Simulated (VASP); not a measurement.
# SrO (P2_1) in VASP: single point with PBEsol

Aim: the single point of SrO with PBEsol.

All numbers are computed with VASP 6.6.1; they aren't measurements. Logs are shortened: lines on timing, memory, paths and dates and some standing lists are left out, and cuts for length are marked.

**1. The cell of the first run**

Symmetry: P2_1, No. 4, monoclinic system. The conventional cell has a = 4.106 Å, b = 5.086 Å, c = 4.390 Å, α = 90.00°, β = 115.31°, γ = 90.00°. Sr (site symmetry 1) has 5 O at 2.36 to 2.67 Å within 3.1 Å. O (site symmetry 1) has 5 Sr at 2.36 to 2.67 Å within 3.1 Å.

**2. Single point, PBEsol (strained and its atoms moved)**

INCAR reads:

```
SYSTEM = SrO
ALGO = Normal
EDIFF = 1E-6
ENCUT = 520
GGA = PS
ISIF = 2
ISMEAR = 0
LASPH = .True.
LCHARG = .False.
LREAL = .False.
LWAVE = .False.
NBANDS = 24
NELM = 80
PREC = Accurate
SIGMA = 0.02
```

KPOINTS reads:

```
k-points
0
Gamma
  9 9 6
  0 0 0
```

POSCAR reads:

```
SrO
1.0
    4.3824384316     -0.2565279759      0.0000000000
   -2.4133789597      3.8592887809      0.0000000000
    0.0000000000      0.0000000000      5.0864069052
Sr O
2 2
Direct
    0.3477375093      0.6307312090      0.9355069357
    0.6522624907      0.3692687910      0.4355069357
    0.3527156992      0.6643758350      0.4394930643
    0.6472843008      0.3356241650      0.9394930643
```

Potentials or basis: VASP PAW PBE potentials, release 64 (Sr_sv, O).

Command:

```
cat potpaw_PBE.64/Sr_sv/POTCAR potpaw_PBE.64/O/POTCAR > POTCAR
mpirun -np 1 vasp_std > vasp.out
```

OUTCAR:

```text
SYSTEM = SrO
   EDIFF = 1E-6
   ENCUT = 520
   GGA = PS
   ISIF = 2
   ISMEAR = 0
   LASPH = .True.
   LREAL = .False.
   NELM = 80
   PREC = Accurate

 ion  position               nearest neighbor table
   1  0.348  0.631  0.936-   4 2.36   3 2.53   4 2.55   3 2.57   4 2.67   2 3.39   2 3.39   2 3.61
                             2 3.61   2 3.79   2 3.79
   2  0.652  0.369  0.436-   3 2.36   4 2.53   3 2.55   4 2.57   3 2.67   1 3.39   1 3.39   1 3.61
                             1 3.61   1 3.79   1 3.79
   3  0.353  0.664  0.439-   2 2.36   1 2.53   2 2.55   1 2.57   2 2.67
   4  0.647  0.336  0.939-   1 2.36   2 2.53   1 2.55   2 2.57   1 2.67

  LATTYP: Found a simple monoclinic cell.
 ALAT       =     4.1057375247
 B/A-ratio  =     1.2388534032
 C/A-ratio  =     1.0692208097
 COS(beta)  =    -0.4274910132

  Lattice vectors:

 A1 = (   1.9690594719,   3.6027608050,   0.0000000000)
 A2 = (   0.0000000000,   0.0000000000,  -5.0864069052)
 A3 = (  -4.3824384316,   0.2565279759,   0.0000000000)

Analysis of symmetry for initial positions (statically):
=====================================================================
 Subroutine PRICEL returns:
 Original cell was already a primitive cell.

 Routine SETGRP: Setting up the symmetry group for a
 simple monoclinic supercell.

 Subroutine GETGRP returns: Found  2 space group operations
 (whereof  1 operations were pure point group operations)
 out of a pool of  4 trial point group operations.

The static configuration has the point symmetry C_1 .
 The point group associated with its full space group is C_2 .

Analysis of symmetry for dynamics (positions and initial velocities):
=====================================================================
 Subroutine PRICEL returns:
 Original cell was already a primitive cell.

 Routine SETGRP: Setting up the symmetry group for a
 simple monoclinic supercell.

 Subroutine GETGRP returns: Found  2 space group operations
 (whereof  1 operations were pure point group operations)
 out of a pool of  4 trial point group operations.

The dynamic configuration has the point symmetry C_1 .
 The point group associated with its full space group is C_2 .

 Subroutine INISYM returns: Found  2 space group operations
 (whereof  1 operations are pure point group operations),
 and found     1 'primitive' translations

----------------------------------------------------------------------------------------

                                     Primitive cell

  volume of cell :      82.8779

  direct lattice vectors                    reciprocal lattice vectors
     4.382438432 -0.256527976  0.000000000     0.236853423  0.148114614  0.000000000
    -2.413378960  3.859288781  0.000000000     0.015743711  0.268960319  0.000000000
     0.000000000  0.000000000  5.086406905     0.000000000  0.000000000  0.196602438

  length of vectors
     4.389940001  4.551758770  5.086406905     0.279351897  0.269420708  0.196602438

  position of ions in fractional coordinates (direct lattice)
     0.347737509  0.630731209  0.935506936
     0.652262491  0.369268791  0.435506936
     0.352715699  0.664375835  0.439493064
     0.647284301  0.335624165  0.939493064

  ion indices of the primitive-cell ions
   primitive index   ion index
                 1           1
                 2           2
                 3           3
                 4           4

----------------------------------------------------------------------------------------

 KPOINTS: k-points

Automatic generation of k-mesh.
 Grid dimensions read from file:
 generate k-points for:    9    9    6

 Generating k-lattice:

  Cartesian coordinates                     Fractional coordinates (reciprocal lattice)
     0.026317047  0.016457179  0.000000000     0.111111111  0.000000000  0.000000000
     0.001749301  0.029884480  0.000000000     0.000000000  0.111111111  0.000000000
     0.000000000  0.000000000  0.032767073     0.000000000  0.000000000  0.166666667

  Length of vectors
     0.031039100  0.029935634  0.032767073

  Shift w.r.t. Gamma in fractional coordinates (k-lattice)
     0.000000000  0.000000000  0.000000000

 Subroutine IBZKPT returns following result:
 ===========================================

 Found    164 irreducible k-points:

 Following reciprocal coordinates:
            Coordinates               Weight
  0.000000  0.000000  0.000000      1.000000
  0.111111  0.000000  0.000000      2.000000
  0.222222  0.000000  0.000000      2.000000
  0.333333  0.000000  0.000000      2.000000
  0.444444  0.000000  0.000000      2.000000
 -0.000000  0.111111  0.000000      2.000000
[... 16 lines left out ...]
 -0.111111  0.222222  0.000000      2.000000
 -0.000000  0.333333  0.000000      2.000000
 [... further k-points ...]
   k-points           NKPTS =    164   k-points in BZ     NKDIM =    164   number of bands    NBANDS=     24
   number of dos      NEDOS =    301   number of ions     NIONS =      4
   total plane-waves  NPLWV =  51840
   dimension x,y,z NGX =    36 NGY =   36 NGZ =   40
   dimension x,y,z NGXF=    72 NGYF=   72 NGZF=   80
   ions per type =               2   2
   NGX,Y,Z   is equivalent  to a cutoff of  13.63, 13.15, 13.07 a.u.
   NGXF,Y,Z  is equivalent  to a cutoff of  27.27, 26.30, 26.15 a.u.
 SYSTEM =  SrO
   PREC   = accura    normal or accurate (medium, high low for compatibility)
   ISTART =      0    job   : 0-new  1-cont  2-samecut
   ICHARG =      2    charge: 1-file 2-atom 10-const
   ISPIN  =      1    spin polarized calculation?
   LNONCOLLINEAR =      F non collinear calculations
   LSORBIT =      F    spin-orbit coupling
   LASPH  =      T    aspherical Exc in radial PAW
   ENCUT  =  520.0 eV  38.22 Ry    6.18 a.u.   8.16  8.46  9.46*2*pi/ulx,y,z
   NELM   =     80;   NELMIN=  2; NELMDL= -5     # of ELM steps
   EDIFF  = 0.1E-05   stopping-criterion for ELM
   LREAL  =      F    real-space projection
   EDIFFG = 0.1E-04   stopping-criterion for IOM
   NSW    =      0    number of steps for IOM
   IBRION =     -1    ionic relax: 0-MD 1-quasi-New 2-CG
   NFREE  =      0    steps in history (QN), initial steepest desc. (CG)
   ISIF   =      2    stress and relaxation
   ISYM   =      2    0-nonsym 1-usesym 2-fastsym
   POTIM  = 0.5000    time-step for ionic-motion
   TEBEG  =    0.0;   TEEND  =   0.0 temperature during run
   PSTRESS=    0.0 pullay stress
   NELECT =      32.0000    total number of electrons
   NUPDOWN=      -1.0000    fix difference up-down
   EMIN   =  10.00;   EMAX   =-10.00  energy-range for DOS
   EFERMI =   0.00;   METHOD = LEGACY
   ISMEAR =     0;   SIGMA  =   0.02  broadening in eV -4-tet -1-fermi 0-gaus
   EFERMI_NEDOS =   21; number of points for ismear=-14 and -15
   IALGO  =     38    algorithm
   IMIX   =      4    mixing-type and parameters
     AMIX     =   0.40;   BMIX     =  1.00
     AMIX_MAG =   1.60;   BMIX_MAG =  1.00
  volume/ion in A,a.u.               =      20.72       139.82
  Fermi-wavevector in a.u.,A,eV,Ry     =   1.192098  2.252738 19.335204  1.421097
  Thomas-Fermi vector in A             =   2.328144
   LORBIT       =      0    0 simple, 1 ext, 2 COOP (PROOUT), +10 PAW based schemes
   GGA     = PS    functional components
   LHFCALC =     F    Hartree Fock is set to
   AEXX    =    0.0000 exact exchange contribution
   IVDW    =     0    specifies the selected vdW correction
   LEPSILON=     F    determine dielectric tensor
   LRPA    =     F    only Hartree local field effects (RPA)
 non-spin polarized calculation
 Gauss-broadening in eV      SIGMA  =   0.02
  energy-cutoff  :      520.00
  volume of cell :       82.88
 maximum number of plane-waves:      2253
 NGX is ok and might be reduce to    36
   NGX = 17   NGY = 17   NGZ = 19

 number of electron      32.0000001 magnetization

 Free energy of the ion-electron system (eV)
  ---------------------------------------------------
  ext. energy  EPLUGINS =         0.00000000
  ---------------------------------------------------
  free energy    TOTEN  =       -24.67795536 eV

  energy without entropy =      -24.67795536  energy(sigma->0) =      -24.67795536

 E-fermi :   0.6975     XC(G=0):  -9.1159

 val. band max:        0.5867631723   @ k =   0.0000   0.0000   0.0000
 cond. band min:       2.9051822139   @ k =   0.0000   0.0000   0.0000
 fundamental gap:      2.3184190415
 Fermi energy:         0.6975482930

 k-point     1 :       0.0000    0.0000    0.0000
  band No.  band energies     occupation
      1     -31.8568      2.00000
      2     -31.6824      2.00000
      3     -14.5440      2.00000
      4     -14.4973      2.00000
      5     -14.3754      2.00000
      6     -14.0476      2.00000
[... 16 lines left out ...]
     23       8.4631      0.00000
     24       9.3098      0.00000

 k-point     2 :       0.1111    0.0000    0.0000
  band No.  band energies     occupation
      1     -31.8505      2.00000
      2     -31.6846      2.00000
      3     -14.7328      2.00000
      4     -14.6414      2.00000
      5     -14.3706      2.00000
      6     -14.0359      2.00000
[... 16 lines left out ...]
     23       8.4896      0.00000
     24       9.3890      0.00000

 k-point     3 :       0.2222    0.0000    0.0000
  band No.  band energies     occupation
      1     -31.8333      2.00000
      2     -31.6911      2.00000
      3     -15.0231      2.00000
      4     -14.9286      2.00000
      5     -14.3096      2.00000
      6     -14.0735      2.00000
[... 16 lines left out ...]
     23       8.7132      0.00000
     24       9.0994      0.00000
[... 514 lines left out ...]
 k-point    23 :      -0.1111    0.2222    0.0000
  band No.  band energies     occupation
      1     -31.8416      2.00000
      2     -31.6898      2.00000
      3     -15.0124      2.00000
      4     -14.8762      2.00000
      5     -14.3380      2.00000
      6     -14.0427      2.00000
[... 16 lines left out ...]
     23       8.5783      0.00000
     24       9.2980      0.00000

 k-point    24 :      -0.0000    0.3333    0.0000
  band No.  band energies     occupation
      1     -31.8254      2.00000
      2     -31.6910      2.00000
      3     -15.2066      2.00000
      4     -15.0259      2.00000
      5     -14.2786      2.00000
      6     -14.1594      2.00000
[... 16 lines left out ...]
     23       8.9201      0.00000
     24       9.3485      0.00000

 [... further k-points ...]
[... 5 lines left out ...]
  --------------------------------------------------------------------------------------
  -------------------------------------------------------------------------------------
  Total       -0.6103814     -2.0511120     -0.4821591     -0.1932919      0.0000000      0.0000000
  in kB      -11.7997602    -39.6516480     -9.3209940     -3.7366771      0.0000000      0.0000000
  external PRESSURE =     -20.2574674 kB  Pullay stress =       0.0000000 kB

 VOLUME and BASIS-vectors are now :
 -----------------------------------------------------------------------------
  energy-cutoff  :      520.00
  volume of cell :       82.88
      direct lattice vectors                 reciprocal lattice vectors
     4.382438432 -0.256527976  0.000000000     0.236853423  0.148114614  0.000000000
    -2.413378960  3.859288781  0.000000000     0.015743711  0.268960319  0.000000000
     0.000000000  0.000000000  5.086406905     0.000000000  0.000000000  0.196602438

 POSITION                                       TOTAL-FORCE (eV/Angst)
 -----------------------------------------------------------------------------------
      0.00174      2.34497      4.75837        -0.952269      0.863979      0.050675
      1.96731      1.25779      2.21517         0.952269     -0.863979      0.050675
     -0.05764      2.47354      2.23544        -0.525415      0.326496     -0.050675
      2.02670      1.12922      4.77864         0.525415     -0.326496     -0.050675
 -----------------------------------------------------------------------------------
    total drift:                               -0.000000     -0.000000     -0.000275

  FREE ENERGIE OF THE ION-ELECTRON SYSTEM (eV)
  ---------------------------------------------------
  free  energy   TOTEN  =       -24.6779553585 eV

  energy  without entropy=      -24.6779553585  energy(sigma->0) =      -24.67795536
```

Run time: 4 min. Hardware: 1 thread of Intel Xeon Platinum 8488C (Sapphire Rapids), shared host; peak memory 0.41 GiB.

What came out:

```
Free energy            : -24.6780 eV
Pressure               : -2.0 GPa
Largest force          : 1.287 eV/Å
Band gap on the k mesh : 2.32 eV
```

Forces in eV/Å, atoms in the order of the input:
```
Sr  -0.952  0.864  0.051
Sr   0.952 -0.864  0.051
O   -0.525  0.326 -0.051
O    0.525 -0.326 -0.051
```

Stress tensor (GPa, compression positive):
```
-1.18 -0.37  0.00
-0.37 -3.97  0.00
 0.00  0.00 -0.93
```

Caveat: the cell differs from its parent crystal (strained and its atoms moved); the PAW data sets were made with another functional, which shifts forces and pressure a little; an odd mesh through Γ misses points on the zone boundary, where band edges can lie.
